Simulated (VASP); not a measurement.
# C in VASP: a series of runs, part 2 of 2

VASP 6.6.1.

## Step 3: Single point, LDA (atom 1 (C) moved by (+0.200, +0.000) A along [1 1 0] and z)

INCAR

```
SYSTEM = C
PREC     = Accurate       ! precision mode
ENCUT    = 520            ! plane-wave cutoff, eV
EDIFF    = 1E-6           ! SCF threshold, eV
ISMEAR   = 0              ! smearing method
SIGMA    = 0.03           ! smearing width, eV
LREAL    = .False.        ! projectors in reciprocal space
LASPH    = .True.         ! aspherical terms in the spheres
NELM     = 80             ! most SCF steps
ALGO     = Normal         ! electronic algorithm
ISIF     = 2              ! what is computed and relaxed
LWAVE    = .False.        ! write WAVECAR
LCHARG   = .False.        ! write CHGCAR
NBANDS   = 11             ! bands
```

KPOINTS

```
regular mesh
0
Gamma
  16 16 16
  0 0 0
```

POSCAR

```
C
1.0
    0.0000000000      2.1166507485      3.3597491838
    1.2227846672      0.0000000000      3.3597491838
    1.2227846672      2.1166507485      0.0000000000
C
2
Direct
    0.1422858565      0.8577141435      0.2579410164
    0.8332934344      0.1667065656      0.8332934344
```

Potentials or basis: VASP PAW LDA potentials, release 64 (C).

Command:

```sh
$ cat potpaw_LDA.64/C/POTCAR > POTCAR
$ mpirun -np 1 vasp_std > vasp.out
```

OUTCAR:

```text
SYSTEM = C
   PREC = Accurate
   ENCUT = 520
   EDIFF = 1E-6
   ISMEAR = 0
   LREAL = .False.
   LASPH = .True.
   NELM = 80
   ISIF = 2

 ion  position               nearest neighbor table
   1  0.142  0.858  0.258-   2 1.22   2 1.48   2 1.56
   2  0.833  0.167  0.833-   1 1.22   1 1.48   1 1.56

  LATTYP: Found a face centered orthorhombic cell.
 ALAT       =     2.4455693344
 B/A-ratio  =     1.7310085784
 C/A-ratio  =     2.7476212893

  Lattice vectors:

 A1 = (   0.0000000000,   2.1166507485,   3.3597491838)
 A2 = (   1.2227846672,   0.0000000000,   3.3597491838)
 A3 = (   1.2227846672,   2.1166507485,   0.0000000000)

Analysis of symmetry for initial positions (statically):
=====================================================================
 Subroutine PRICEL returns:
 Original cell was already a primitive cell.

 Routine SETGRP: Setting up the symmetry group for a
 face centered orthorhombic supercell.

 Subroutine GETGRP returns: Found  4 space group operations
 (whereof  2 operations were pure point group operations)
 out of a pool of  8 trial point group operations.

The static configuration has the point symmetry C_1h.
 The point group associated with its full space group is C_2h.

Analysis of symmetry for dynamics (positions and initial velocities):
=====================================================================
 Subroutine PRICEL returns:
 Original cell was already a primitive cell.

 Routine SETGRP: Setting up the symmetry group for a
 face centered orthorhombic supercell.

 Subroutine GETGRP returns: Found  4 space group operations
 (whereof  2 operations were pure point group operations)
 out of a pool of  8 trial point group operations.

The dynamic configuration has the point symmetry C_1h.
 The point group associated with its full space group is C_2h.

 Subroutine INISYM returns: Found  4 space group operations
 (whereof  2 operations are pure point group operations),
 and found     1 'primitive' translations

----------------------------------------------------------------------------------------

                                     Primitive cell

  volume of cell :      17.3915

  direct lattice vectors                    reciprocal lattice vectors
     0.000000000  2.116650749  3.359749184    -0.408902739  0.236222249  0.148820633
     1.222784667  0.000000000  3.359749184     0.408902739 -0.236222249  0.148820633
     1.222784667  2.116650749  0.000000000     0.408902739  0.236222249 -0.148820633

  length of vectors
     3.970909841  3.575348503  2.444465736     0.495126228  0.495126228  0.495126228

  position of ions in fractional coordinates (direct lattice)
     0.142285857  0.857714143  0.257941016
     0.833293434  0.166706566  0.833293434

  ion indices of the primitive-cell ions
   primitive index   ion index
                 1           1
                 2           2

----------------------------------------------------------------------------------------

 KPOINTS: regular mesh

Automatic generation of k-mesh.
 Grid dimensions read from file:
 generate k-points for:   16   16   16

 Generating k-lattice:

  Cartesian coordinates                     Fractional coordinates (reciprocal lattice)
[... 41 lines left out ...]
 [... further k-points ...]
   k-points           NKPTS =   1098   k-points in BZ     NKDIM =   1098   number of bands    NBANDS=     11
   number of dos      NEDOS =    301   number of ions     NIONS =      2
   total plane-waves  NPLWV =  15120
   dimension x,y,z NGX =    30 NGY =   28 NGZ =   18
   dimension x,y,z NGXF=    60 NGYF=   56 NGZF=   36
   ions per type =               2
   NGX,Y,Z   is equivalent  to a cutoff of  12.56, 13.02, 12.24 a.u.
   NGXF,Y,Z  is equivalent  to a cutoff of  25.12, 26.04, 24.48 a.u.
 SYSTEM =  C
   PREC   = accura    normal or accurate (medium, high low for compatibility)
   ISTART =      0    job   : 0-new  1-cont  2-samecut
   ICHARG =      2    charge: 1-file 2-atom 10-const
   ISPIN  =      1    spin polarized calculation?
   LNONCOLLINEAR =      F non collinear calculations
   LSORBIT =      F    spin-orbit coupling
   LASPH  =      T    aspherical Exc in radial PAW
   ENCUT  =  520.0 eV  38.22 Ry    6.18 a.u.   7.38  6.65  4.55*2*pi/ulx,y,z
   NELM   =     80;   NELMIN=  2; NELMDL= -5     # of ELM steps
   EDIFF  = 0.1E-05   stopping-criterion for ELM
   LREAL  =      F    real-space projection
   EDIFFG = 0.1E-04   stopping-criterion for IOM
   NSW    =      0    number of steps for IOM
   IBRION =     -1    ionic relax: 0-MD 1-quasi-New 2-CG
   NFREE  =      0    steps in history (QN), initial steepest desc. (CG)
   ISIF   =      2    stress and relaxation
   ISYM   =      2    0-nonsym 1-usesym 2-fastsym
   POTIM  = 0.5000    time-step for ionic-motion
   TEBEG  =    0.0;   TEEND  =   0.0 temperature during run
   PSTRESS=    0.0 pullay stress
   NELECT =       8.0000    total number of electrons
   NUPDOWN=      -1.0000    fix difference up-down
   EMIN   =  10.00;   EMAX   =-10.00  energy-range for DOS
   EFERMI =   0.00;   METHOD = LEGACY
   ISMEAR =     0;   SIGMA  =   0.03  broadening in eV -4-tet -1-fermi 0-gaus
   EFERMI_NEDOS =   21; number of points for ismear=-14 and -15
   IALGO  =     38    algorithm
   IMIX   =      4    mixing-type and parameters
     AMIX     =   0.40;   BMIX     =  1.00
     AMIX_MAG =   1.60;   BMIX_MAG =  1.00
  volume/ion in A,a.u.               =       8.70        58.68
  Fermi-wavevector in a.u.,A,eV,Ry     =   1.263745  2.388132 21.729207  1.597052
  Thomas-Fermi vector in A             =   2.397086
   LORBIT       =      0    0 simple, 1 ext, 2 COOP (PROOUT), +10 PAW based schemes
   GGA     = CA    functional components
   LHFCALC =     F    Hartree Fock is set to
   AEXX    =    0.0000 exact exchange contribution
   IVDW    =     0    specifies the selected vdW correction
   LEPSILON=     F    determine dielectric tensor
   LRPA    =     F    only Hartree local field effects (RPA)
 non-spin polarized calculation
 Gauss-broadening in eV      SIGMA  =   0.03
  energy-cutoff  :      520.00
  volume of cell :       17.39
 maximum number of plane-waves:       487
 NGX is ok and might be reduce to    30
   NGX = 15   NGY = 13   NGZ =  9

 number of electron       8.0000000 magnetization

 Free energy of the ion-electron system (eV)
  ---------------------------------------------------
  ext. energy  EPLUGINS =         0.00000000
  ---------------------------------------------------
  free energy    TOTEN  =       -18.95421827 eV

  energy without entropy =      -18.95408728  energy(sigma->0) =      -18.95415278

 E-fermi :   4.4410     XC(G=0): -10.7605

 val. band max:        4.4060878632   @ k =  -0.1875  -0.0625   0.4375
 cond. band min:       4.4464794460   @ k =   0.0625   0.0000  -0.0000
 fundamental gap:      0.0403915828
 Fermi energy:         4.4410192749

 k-point     1 :       0.0000    0.0000    0.0000
  band No.  band energies     occupation
      1     -15.0106      2.00000
      2      -2.1928      2.00000
      3      -1.0102      2.00000
      4       4.8921      0.00000
      5       8.4883      0.00000
      6       9.2696      0.00000
      7      15.8399      0.00000
      8      16.6094      0.00000
      9      19.4570      0.00000
     10      26.9347      0.00000
     11      28.8476      0.00000
[... 309 lines left out ...]
 k-point    24 :      -0.2500   -0.2500   -0.1875
  band No.  band energies     occupation
      1     -14.1530      2.00000
      2      -2.8322      2.00000
      3      -1.6744      2.00000
      4       2.0792      2.00000
      5      10.5527      0.00000
      6      13.2029      0.00000
      7      13.3580      0.00000
      8      15.4390      0.00000
      9      19.9900      0.00000
     10      26.4495      0.00000
     11      29.3500      0.00000

 [... further k-points ...]

------------------------ aborting loop because EDIFF is reached ----------------------------------------

  FORCE on cell =-STRESS in cart. coord.  units (eV):
  Direction    XX          YY          ZZ          XY          YZ          ZX
  --------------------------------------------------------------------------------------
  -------------------------------------------------------------------------------------
  Total        6.1949723      1.2955722     -0.0112287      2.9992546      0.0000000      0.0000000
  in kB      570.7079332    119.3537750     -1.0344383    276.3044471      0.0000000      0.0000000
  external PRESSURE =     229.6757566 kB  Pullay stress =       0.0000000 kB

 VOLUME and BASIS-vectors are now :
 -----------------------------------------------------------------------------
  energy-cutoff  :      520.00
  volume of cell :       17.39
      direct lattice vectors                 reciprocal lattice vectors
     0.000000000  2.116650749  3.359749184    -0.408902739  0.236222249  0.148820633
     1.222784667  0.000000000  3.359749184     0.408902739 -0.236222249  0.148820633
     1.222784667  2.116650749  0.000000000     0.408902739  0.236222249 -0.148820633

 POSITION                                       TOTAL-FORCE (eV/Angst)
 -----------------------------------------------------------------------------------
      1.36421      0.84714      3.35975       -10.866922     -7.806039      0.000000
      1.22278      3.52758      3.35975        10.866922      7.806039      0.000000
 -----------------------------------------------------------------------------------
    total drift:                               -0.000000      0.000000      0.000005

  FREE ENERGIE OF THE ION-ELECTRON SYSTEM (eV)
  ---------------------------------------------------
  free  energy   TOTEN  =       -18.9542182707 eV

  energy  without entropy=      -18.9540872825  energy(sigma->0) =      -18.95415278
```

Wall time 2.7 min (1 thread of AMD EPYC 7R13 (Zen 3), shared host); peak memory 0.23 GiB.

What came out:

* Free energy: -18.9542 eV
* Pressure: 23.0 GPa
* Largest force: 13.380 eV/Å
* Band gap on the k mesh: zero (bands 4 and 5 overlap by 0.82 eV)

Forces on the atoms (eV/Å):
```
C   -10.867  -7.806   0.000
C    10.867   7.806   0.000
```

Caveat: the cell differs from its parent crystal (atom 1 (C) moved by (+0.200, +0.000) A along [1 1 0] and z); the cell stands under pressure; forces of over 1 eV/Å act on the atoms, so gaps and moduli don't describe the material at rest.

## Step 4: Single point, LDA (atom 1 (C) moved by (+0.000, -0.200) A along [1 1 0] and z)

INCAR

```
PREC     = Accurate       # precision mode
ENCUT    = 520            # plane-wave cutoff, eV
EDIFF    = 1E-7           # SCF threshold, eV
ISMEAR   = 0              # smearing method
SIGMA    = 0.03           # smearing width, eV
LREAL    = F              # projectors in reciprocal space
LASPH    = T              # aspherical terms in the spheres
NELM     = 100            # most SCF steps
ALGO     = Normal         # electronic algorithm
ISIF     = 2              # what is computed and relaxed
LWAVE    = F              # write WAVECAR
LCHARG   = F              # write CHGCAR
GGA      = CA             # functional
NBANDS   = 11             # bands
```

KPOINTS

```
Automatic mesh
0
Gamma
  16 16 16
```

Changes to POSCAR since step 3:

```diff
@@ -8,3 +8,3 @@
 Direct
-    0.1422858565      0.8577141435      0.2579410164
+    0.1369424390      0.8035293078      0.1964706922
     0.8332934344      0.1667065656      0.8332934344
```

Command:

```sh
$ cat potpaw_LDA.64/C/POTCAR > POTCAR
$ mpirun -np 1 vasp_std > vasp.out
```

Wall time 2.9 min (1 thread of AMD EPYC 7R13 (Zen 3), shared host); peak memory 0.23 GiB.

It converged, with:

| Property | Result |
| --- | --- |
| Free energy | -19.8748 eV |
| Pressure | -1.9 GPa |
| Largest force | 3.461 eV/Å |

Forces on the atoms (eV/Å):
```
C    0.000 -0.004  3.461
C    0.000  0.004 -3.461
```

Stress tensor (GPa, compression positive):
```
 0.71  0.00  0.00
 0.00  0.50  0.33
 0.00  0.33 -6.92
```

Caveat: the cell differs from its parent crystal (atom 1 (C) moved by (+0.000, -0.200) A along [1 1 0] and z); forces of over 1 eV/Å act on the atoms, so gaps and moduli don't describe the material at rest.

## Step 5: Single point, LDA (atom 1 (C) moved by (+0.200, -0.100) A along [1 1 0] and z)

INCAR

```
PREC = Accurate
ENCUT = 520
EDIFF = 1E-6
ISMEAR = 0
SIGMA = 0.03
LREAL = False
LASPH = True
NELM = 60
ALGO = Normal
ISIF = 2
LWAVE = False
LCHARG = False
NBANDS = 11
```

KPOINTS is that of step 4.

Changes to POSCAR since step 4:

```diff
@@ -8,3 +8,3 @@
 Direct
-    0.1369424390      0.8035293078      0.1964706922
+    0.1274037932      0.8428320803      0.2728230797
     0.8332934344      0.1667065656      0.8332934344
```

Command:

```sh
$ cat potpaw_LDA.64/C/POTCAR > POTCAR
$ mpirun -np 1 vasp_std > vasp.out
```

It took 2.5 min on 1 thread of Intel Xeon 6975P-C (Granite Rapids), shared host; peak memory 0.39 GiB.

The run converged. Its results:

```
Free energy            : -18.8966 eV
Pressure               : 21.7 GPa
Largest force          : 13.086 eV/Å
Band gap on the k mesh : zero (bands 4 and 5 overlap by 1.06 eV)
```

Forces in eV/Å, atoms in the order of the input:
```
C   -10.597  -7.591   1.155
C    10.597   7.591  -1.155
```

Stress tensor (GPa, compression positive):
```
54.83 26.80  9.76
26.80 11.63  7.09
 9.76  7.09 -1.32
```

Levels at points of the mesh, in eV from the Fermi level:
| k point | band 2 | band 3 | band 4 | band 5 | band 6 | band 7 |
| --- | --- | --- | --- | --- | --- | --- |
| (0.00, 0.00, 0.00) | -6.62 | -5.38 | 0.47 | 3.81 | 4.81 | 11.29 |
| (0.50, 0.00, 0.00) | -12.60 | -5.84 | -2.71 | 2.16 | 6.00 | 13.20 |
| (0.50, 0.50, 0.50) | -13.12 | -5.17 | -0.61 | -0.58 | 8.34 | 12.27 |
| (0.00, 0.00, 0.50) | -13.12 | -5.17 | -0.93 | -0.25 | 8.36 | 12.12 |
| (0.00, 0.50, 0.00) | -12.60 | -5.84 | -2.89 | 2.71 | 6.03 | 11.73 |
| (0.50, 0.50, 0.00) | -8.64 | -5.38 | 0.48 | 4.84 | 9.94 | 11.34 |
| (0.50, 0.00, 0.50) | -12.15 | -6.85 | -2.55 | 4.41 | 6.82 | 11.09 |
| (0.00, 0.50, 0.50) | -11.95 | -6.87 | -3.87 | 2.49 | 6.48 | 13.38 |

Caveat: the cell differs from its parent crystal (atom 1 (C) moved by (+0.200, -0.100) A along [1 1 0] and z); the cell stands under pressure; forces of over 1 eV/Å act on the atoms, so gaps and moduli don't describe the material at rest.

## Step 6: Overview

```csv
cell,gap on the mesh (eV),pressure (GPa),largest force (eV/Å)
"as given, atomic positions A",none,16.3,8.86
"as given, atomic positions B",none,23.0,13.38
"as given, atomic positions C",-,-1.9,3.46
"as given, atomic positions D",none,21.7,13.09
```

Alike in all rows: task single point; level LDA; potentials or basis VASP PAW LDA potentials, release 64 (C); no spin polarisation; k mesh 16 × 16 × 16; cutoff (eV) 520; smearing gaussian 0.03 eV.

Caveats: forces of over 1 eV/Å act on the atoms, so gaps and moduli don't describe the material at rest; the cell stands under pressure (at least some runs).

Total energies depend on the potentials used, so only differences within one code and one set of settings carry meaning.
